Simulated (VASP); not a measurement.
Pt: single point with revPBE

Pt:

```xyz
1
Lattice="2.6378 0.0000 0.0000 0.0000 2.6378 0.0000 0.0000 0.0000 2.6378" Properties=species:S:1:pos:R:3 pbc="T T T"
Pt    0.0000    0.0000    0.0000
```

| Quantity | Value |
| --- | --- |
| Program | VASP 6.6.1 |
| Task | single point |
| Functional | revPBE |
| Potentials or basis | VASP PAW PBE potentials, release 64 (Pt) |
| Cutoff | 520 eV |
| k mesh | 12 × 12 × 12 |
| Occupations | fermi-dirac, width 0.1 eV |
| Spin | no spin polarisation |

The pressure is -0.5 GPa and the band gap on the k mesh is zero (band 5 reaches 9.99 eV, above the bottom of band 6 at 7.08 eV).

Levels at points of the mesh, in eV from the Fermi level:
```tsv
k point	band 2	band 3	band 4	band 5	band 6	band 7	band 8	band 9
(0.00, 0.00, 0.00)	-5.43	-5.43	0.31	0.31	0.31	15.15	15.15	15.15
(0.50, 0.00, 0.00)	-4.88	-1.76	-1.76	-0.33	0.51	4.37	16.54	19.46
(0.50, 0.50, 0.00)	-4.44	-1.38	-1.38	1.88	4.54	4.54	9.33	13.32
(0.50, 0.50, 0.50)	-4.62	-4.62	2.02	2.02	9.95	9.95	9.95	10.11
```

It took 5.2 s on 1 thread of Intel(R) Xeon(R) 6975P-C (Granite Rapids), on a shared host, peak memory 0.13 GiB.

Caveat: the PAW data sets were made with another functional, which shifts forces and pressure a little; spin-orbit coupling is left out, which moves the levels of the heavy elements.
